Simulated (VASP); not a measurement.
# La5O (P6/mmm) in VASP: single point with PBE

Aim: the single point of La5O with PBE.

All numbers are computed with VASP 6.6.1; they aren't measurements. Logs are shortened: lines on timing, memory, paths and dates and some standing lists are left out, and cuts for length are marked.

**1. The cell of the first run**

Symmetry: P6/mmm, No. 191, hexagonal system. The conventional cell has a = 5.362 Å, b = 5.362 Å, c = 6.778 Å, α = 90.00°, β = 90.00°, γ = 120.00°. Within 4.5 Å of La (site symmetry 6/mmm) lie 2 O at 3.39 Å and 12 La at 3.61 Å. La (site symmetry 3m) has 8 La at 3.06 to 3.72 Å and 3 O at 3.45 Å within 4.0 Å. O (site symmetry 6/mmm) has 14 La at 3.39 to 3.45 Å within 4.5 Å.

The cell was built from a structure type or drawn by symmetry, and may not be a known phase.

**2. Single point, PBE**

Input file INCAR:

```
SYSTEM = La5O
PREC = Accurate
ENCUT = 520
EDIFF = 1E-6
ISMEAR = 0
SIGMA = 0.1
LREAL = .False.
LASPH = .True.
NELM = 100
ALGO = Normal
ISIF = 2
LWAVE = .False.
LCHARG = .False.
GGA = PE
NBANDS = 40
```

Input file KPOINTS:

```
Automatic mesh
0
Gamma
  12 12 6
  0 0 0
```

Input file POSCAR:

```
La5O
1.0
    5.3619368157      0.0000000000      0.0000000000
   -2.6809684079      4.6435734959      0.0000000000
    0.0000000000      0.0000000000      6.7781990532
La O
5 1
Direct
    0.0000000000      0.0000000000      0.5000000000
    0.3333333333      0.6666666667      0.7744199696
    0.6666666667      0.3333333333      0.7744199696
    0.6666666667      0.3333333333      0.2255800304
    0.3333333333      0.6666666667      0.2255800304
    0.0000000000      0.0000000000      0.0000000000
```

Potentials or basis: VASP PAW PBE potentials, release 64 (La, O).

Started as:

```
> cat potpaw_PBE.64/La/POTCAR potpaw_PBE.64/O/POTCAR > POTCAR
> mpirun -np 1 vasp_std > vasp.out
```

OUTCAR:

```text
SYSTEM = La5O
   PREC = Accurate
   ENCUT = 520
   EDIFF = 1E-6
   ISMEAR = 0
   LREAL = .False.
   LASPH = .True.
   NELM = 100
   ISIF = 2
   GGA = PE

 ion  position               nearest neighbor table
   1  0.000  0.000  0.500-   2 3.61   3 3.61   4 3.61   5 3.61   3 3.61   4 3.61   2 3.61   5 3.61
                             3 3.61   4 3.61   2 3.61   5 3.61
   2  0.333  0.667  0.774-   5 3.06   3 3.10   3 3.10   3 3.10   1 3.61   1 3.61   1 3.61
   3  0.667  0.333  0.774-   4 3.06   2 3.10   2 3.10   2 3.10   1 3.61   1 3.61   1 3.61
   4  0.667  0.333  0.226-   3 3.06   5 3.10   5 3.10   5 3.10   1 3.61   1 3.61   1 3.61
   5  0.333  0.667  0.226-   2 3.06   4 3.10   4 3.10   4 3.10   1 3.61   1 3.61   1 3.61
   6  0.000  0.000  0.000-

  LATTYP: Found a hexagonal cell.
 ALAT       =     5.3619368157
 C/A-ratio  =     1.2641325861

  Lattice vectors:

 A1 = (   5.3619368157,   0.0000000000,   0.0000000000)
 A2 = (  -2.6809684079,   4.6435734959,   0.0000000000)
 A3 = (   0.0000000000,   0.0000000000,   6.7781990532)

Analysis of symmetry for initial positions (statically):
=====================================================================
 Subroutine PRICEL returns:
 Original cell was already a primitive cell.

 Routine SETGRP: Setting up the symmetry group for a
 hexagonal supercell.

 Subroutine GETGRP returns: Found 24 space group operations
 (whereof 24 operations were pure point group operations)
 out of a pool of 24 trial point group operations.

The static configuration has the point symmetry D_6h.

Analysis of symmetry for dynamics (positions and initial velocities):
=====================================================================
 Subroutine PRICEL returns:
 Original cell was already a primitive cell.

 Routine SETGRP: Setting up the symmetry group for a
 hexagonal supercell.

 Subroutine GETGRP returns: Found 24 space group operations
 (whereof 24 operations were pure point group operations)
 out of a pool of 24 trial point group operations.

The dynamic configuration has the point symmetry D_6h.

 Subroutine INISYM returns: Found 24 space group operations
 (whereof 24 operations are pure point group operations),
 and found     1 'primitive' translations

----------------------------------------------------------------------------------------

                                     Primitive cell

  volume of cell :     168.7673

  direct lattice vectors                    reciprocal lattice vectors
     5.361936816  0.000000000  0.000000000     0.186499773  0.107675694  0.000000000
    -2.680968408  4.643573496  0.000000000     0.000000000  0.215351389  0.000000000
     0.000000000  0.000000000  6.778199053     0.000000000  0.000000000  0.147531814

  length of vectors
     5.361936816  5.361936816  6.778199053     0.215351389  0.215351389  0.147531814

  position of ions in fractional coordinates (direct lattice)
     0.000000000  0.000000000  0.500000000
     0.333333333  0.666666667  0.774419970
     0.666666667  0.333333333  0.774419970
     0.666666667  0.333333333  0.225580030
     0.333333333  0.666666667  0.225580030
     0.000000000  0.000000000  0.000000000

  ion indices of the primitive-cell ions
   primitive index   ion index
                 1           1
                 2           2
                 3           3
                 4           4
                 5           5
                 6           6

----------------------------------------------------------------------------------------

 KPOINTS: Automatic mesh

Automatic generation of k-mesh.
 Grid dimensions read from file:
 generate k-points for:   12   12    6

 Generating k-lattice:

  Cartesian coordinates                     Fractional coordinates (reciprocal lattice)
     0.015541648  0.008972975  0.000000000     0.083333333  0.000000000  0.000000000
     0.000000000  0.017945949  0.000000000     0.000000000  0.083333333  0.000000000
     0.000000000  0.000000000  0.024588636     0.000000000  0.000000000  0.166666667

  Length of vectors
     0.017945949  0.017945949  0.024588636

  Shift w.r.t. Gamma in fractional coordinates (k-lattice)
     0.000000000  0.000000000  0.000000000

 Subroutine IBZKPT returns following result:
 ===========================================

 Found     76 irreducible k-points:

 Following reciprocal coordinates:
            Coordinates               Weight
  0.000000  0.000000  0.000000      1.000000
  0.083333  0.000000  0.000000      6.000000
  0.166667 -0.000000  0.000000      6.000000
  0.250000  0.000000  0.000000      6.000000
  0.333333  0.000000  0.000000      6.000000
  0.416667  0.000000  0.000000      6.000000
[... 16 lines left out ...]
  0.250000  0.000000  0.166667     12.000000
  0.333333  0.000000  0.166667     12.000000
 [... further k-points ...]
   k-points           NKPTS =     76   k-points in BZ     NKDIM =     76   number of bands    NBANDS=     40
   number of dos      NEDOS =    301   number of ions     NIONS =      6
   total plane-waves  NPLWV =  80000
   dimension x,y,z NGX =    40 NGY =   40 NGZ =   50
   dimension x,y,z NGXF=    80 NGYF=   80 NGZF=  100
   ions per type =               5   1
   NGX,Y,Z   is equivalent  to a cutoff of  12.40, 12.40, 12.26 a.u.
   NGXF,Y,Z  is equivalent  to a cutoff of  24.80, 24.80, 24.53 a.u.
 SYSTEM =  La5O
   PREC   = accura    normal or accurate (medium, high low for compatibility)
   ISTART =      0    job   : 0-new  1-cont  2-samecut
   ICHARG =      2    charge: 1-file 2-atom 10-const
   ISPIN  =      1    spin polarized calculation?
   LNONCOLLINEAR =      F non collinear calculations
   LSORBIT =      F    spin-orbit coupling
   LASPH  =      T    aspherical Exc in radial PAW
   ENCUT  =  520.0 eV  38.22 Ry    6.18 a.u.   9.97  9.97 12.60*2*pi/ulx,y,z
   NELM   =    100;   NELMIN=  2; NELMDL= -5     # of ELM steps
   EDIFF  = 0.1E-05   stopping-criterion for ELM
   LREAL  =      F    real-space projection
[... 7 lines left out ...]
   TEBEG  =    0.0;   TEEND  =   0.0 temperature during run
   PSTRESS=    0.0 pullay stress
   NELECT =      61.0000    total number of electrons
   NUPDOWN=      -1.0000    fix difference up-down
   EMIN   =  10.00;   EMAX   =-10.00  energy-range for DOS
   EFERMI =   0.00;   METHOD = LEGACY
   ISMEAR =     0;   SIGMA  =   0.10  broadening in eV -4-tet -1-fermi 0-gaus
   EFERMI_NEDOS =   21; number of points for ismear=-14 and -15
   IALGO  =     38    algorithm
   IMIX   =      4    mixing-type and parameters
     AMIX     =   0.40;   BMIX     =  1.00
     AMIX_MAG =   1.60;   BMIX_MAG =  1.00
  volume/ion in A,a.u.               =      28.13       189.82
  Fermi-wavevector in a.u.,A,eV,Ry     =   1.166152  2.203709 18.502720  1.359912
  Thomas-Fermi vector in A             =   2.302669
   LORBIT       =      0    0 simple, 1 ext, 2 COOP (PROOUT), +10 PAW based schemes
   GGA     = PE    functional components
   LHFCALC =     F    Hartree Fock is set to
   AEXX    =    0.0000 exact exchange contribution
   IVDW    =     0    specifies the selected vdW correction
   LEPSILON=     F    determine dielectric tensor
   LRPA    =     F    only Hartree local field effects (RPA)
 non-spin polarized calculation
 Gauss-broadening in eV      SIGMA  =   0.10
  energy-cutoff  :      520.00
  volume of cell :      168.77
 maximum number of plane-waves:      4602
 NGX is ok and might be reduce to    40
   NGX = 19   NGY = 19   NGZ = 25

 number of electron      60.9999997 magnetization

 Free energy of the ion-electron system (eV)
  ---------------------------------------------------
  ext. energy  EPLUGINS =         0.00000000
  ---------------------------------------------------
  free energy    TOTEN  =       -28.39650698 eV

  energy without entropy =      -28.35791836  energy(sigma->0) =      -28.37721267

 E-fermi :   8.9393     XC(G=0): -10.1518

 val. band max:        8.9358438471   @ k =   0.3333   0.2500   0.5000
 cond. band min:       8.9403894740   @ k =   0.2500   0.1667   0.0000
 fundamental gap:      0.0045456268
 Fermi energy:         8.9393483171

 k-point     1 :       0.0000    0.0000    0.0000
  band No.  band energies     occupation
      1     -24.2090      2.00000
      2     -23.8729      2.00000
      3     -23.4963      2.00000
      4     -23.4699      2.00000
      5     -23.1756      2.00000
      6      -8.9252      2.00000
[... 32 lines left out ...]
     39      10.5142      0.00000
     40      10.6276      0.00000

 k-point     2 :       0.0833    0.0000    0.0000
  band No.  band energies     occupation
      1     -24.1980      2.00000
      2     -23.8632      2.00000
      3     -23.4976      2.00000
      4     -23.4816      2.00000
      5     -23.1871      2.00000
      6      -8.9223      2.00000
[... 32 lines left out ...]
     39      10.4647      0.00000
     40      10.6080      0.00000

 k-point     3 :       0.1667   -0.0000    0.0000
  band No.  band energies     occupation
      1     -24.1659      2.00000
      2     -23.8347      2.00000
      3     -23.5162      2.00000
      4     -23.5006      2.00000
      5     -23.2202      2.00000
      6      -8.9161      2.00000
[... 32 lines left out ...]
     39      10.5062      0.00000
     40      10.5338      0.00000

 k-point     4 :       0.2500    0.0000    0.0000
  band No.  band energies     occupation
      1     -24.1155      2.00000
      2     -23.7901      2.00000
      3     -23.5692      2.00000
      4     -23.5054      2.00000
      5     -23.2711      2.00000
      6      -8.9066      2.00000
[... 32 lines left out ...]
     39      10.5042      0.00000
     40      10.5782      0.00000
[... 772 lines left out ...]
     39      10.4994      0.00000
     40      10.5340      0.00000

 k-point    23 :       0.2500    0.0000    0.1667
  band No.  band energies     occupation
      1     -24.1043      2.00000
      2     -23.8070      2.00000
      3     -23.5617      2.00000
      4     -23.5009      2.00000
      5     -23.2790      2.00000
      6      -8.8850      2.00000
[... 32 lines left out ...]
     39      10.4337      0.00000
     40      10.4789      0.00000

 k-point    24 :       0.3333    0.0000    0.1667
  band No.  band energies     occupation
      1     -24.0424      2.00000
      2     -23.7495      2.00000
      3     -23.6268      2.00000
      4     -23.5076      2.00000
      5     -23.3403      2.00000
      6      -8.9522      2.00000
[... 32 lines left out ...]
     39      10.4140      0.00000
     40      10.4399      0.00000

 [... further k-points ...]

------------------------ aborting loop because EDIFF is reached ----------------------------------------

  FORCE on cell =-STRESS in cart. coord.  units (eV):
  Direction    XX          YY          ZZ          XY          YZ          ZX
  --------------------------------------------------------------------------------------
  -------------------------------------------------------------------------------------
  Total       -0.0001664     -0.0001664      0.0329915      0.0000000     -0.0000000      0.0000000
  in kB       -0.0015796     -0.0015796      0.3132017      0.0000000     -0.0000000      0.0000000
  external PRESSURE =       0.1033475 kB  Pullay stress =       0.0000000 kB

 VOLUME and BASIS-vectors are now :
 -----------------------------------------------------------------------------
  energy-cutoff  :      520.00
  volume of cell :      168.77
      direct lattice vectors                 reciprocal lattice vectors
     5.361936816  0.000000000  0.000000000     0.186499773  0.107675694  0.000000000
    -2.680968408  4.643573496  0.000000000     0.000000000  0.215351389  0.000000000
     0.000000000  0.000000000  6.778199053     0.000000000  0.000000000  0.147531814

 POSITION                                       TOTAL-FORCE (eV/Angst)
 -----------------------------------------------------------------------------------
      0.00000      0.00000      3.38910        -0.000000      0.000000      0.000000
     -0.00000      3.09572      5.24917         0.000000     -0.000000      0.004573
      2.68097      1.54786      5.24917         0.000000      0.000000      0.004573
      2.68097      1.54786      1.52903        -0.000000      0.000000     -0.004573
     -0.00000      3.09572      1.52903         0.000000     -0.000000     -0.004573
      0.00000      0.00000      0.00000        -0.000000      0.000000      0.000000
 -----------------------------------------------------------------------------------
    total drift:                                0.000000     -0.000000      0.000000

  FREE ENERGIE OF THE ION-ELECTRON SYSTEM (eV)
  ---------------------------------------------------
  free  energy   TOTEN  =       -28.3965069801 eV

  energy  without entropy=      -28.3579183644  energy(sigma->0) =      -28.37721267
```

It took 15 min on 1 thread of Intel Xeon 8259CL, shared host; peak memory 0.58 GiB.

What came out:

| Quantity | Value |
| --- | --- |
| Free energy | -28.3965 eV |
| Pressure | 0.0 GPa |
| Largest force | 0.005 eV/Å |
| Band gap on the k mesh | zero (an odd number of electrons rules out a gap without spin polarisation) |

Forces in eV/Å, atoms in the order of the input:
```
La   0.000  0.000  0.000
La   0.000  0.000  0.005
La   0.000  0.000  0.005
La   0.000  0.000 -0.005
La   0.000  0.000 -0.005
O    0.000  0.000  0.000
```

Caveat: spin-orbit coupling is left out, which moves the levels of the heavy elements; an odd number of electrons without spin polarisation forces a metal; a magnetic or distorted state may lie lower.
